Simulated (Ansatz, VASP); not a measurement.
**AlN: VASP beside Ansatz**

File INCAR:

```
SYSTEM = AlN
  PREC = Accurate
  ENCUT = 520
  EDIFF = 1E-7
  ISMEAR = 0
  SIGMA = 0.05
  LREAL = .False.
  LASPH = .True.
  NELM = 80
  ALGO = Normal
  ISIF = 2
  LWAVE = .False.
  LCHARG = .False.
  GGA = CA
  NBANDS = 16
```

The input KPOINTS:

```
regular mesh
0
Gamma
  9 9 6
  0 0 0
```

POSCAR

```
AlN
1.0
    3.0608159216      0.0000000000      0.0000000000
   -1.5304079608      2.6507443444      0.0000000000
    0.0000000000      0.0000000000      5.1425804165
Al N
2 2
Direct
    0.3333333333      0.6666666667      0.0000000000
    0.6666666667      0.3333333333      0.5000000000
    0.3333333333      0.6666666667      0.3850000000
    0.6666666667      0.3333333333      0.8850000000
```

Input for Ansatz:

```yaml
crystal:
  lattice:
    - [3.0608159216, 0.0, 0.0]
    - [-1.5304079608, 2.6507443444, 0.0]
    - [0.0, 0.0, 5.1425804165]
  atoms:
    - { symbol: Al, position: [0.3333333333, 0.6666666667, 0.0] }
    - { symbol: Al, position: [0.6666666667, 0.3333333333, 0.5] }
    - { symbol: "N", position: [0.3333333333, 0.6666666667, 0.385] }
    - { symbol: "N", position: [0.6666666667, 0.3333333333, 0.885] }
basis:
  ecutwfc: 420
kpoints:
  mp_grid: { grid: [9, 9, 6] }
hamiltonian:
  xc: lda
scf:
  occupations: { method: gaussian, width: 0.05 }
output:
  forces: true
  stress: true
  eigenvalues: true
```

Alike in both runs: task single point; functional LDA; k mesh 9 × 9 × 6; occupations gaussian, width 0.05 eV; no spin polarisation.

|  | VASP | Ansatz |
| --- | --- | --- |
| version | VASP 6.6.1 | Ansatz 0.2.0 |
| potentials or method | VASP PAW LDA potentials, release 64 (Al, N), cutoff 520 eV | scalar-relativistic, plane waves, PAW |
| valence electrons in the cell | 16 | 16 |

|  | VASP | Ansatz | Ansatz less VASP |
| --- | --- | --- | --- |
| gap on the k mesh at the Fermi level (eV) | 4.27 | 4.26 | -0.010 |
| least direct gap on the mesh (eV) | 4.27 | 4.26 | -0.010 |
| pressure (GPa) | -2.4 | -3.0 | -0.59 |
| traceless stress, the component that is largest in VASP (GPa) | -13.23 | -12.93 | +0.299 |
| rms of the force components (eV/Å) | 0.348 | 0.335 | -0.0124 |

LDA's correlation is that of Perdew and Zunger in VASP and of Perdew and Wang (1992) in Ansatz. Atom by atom the forces differ by 0.012 eV/Å (rms over components).
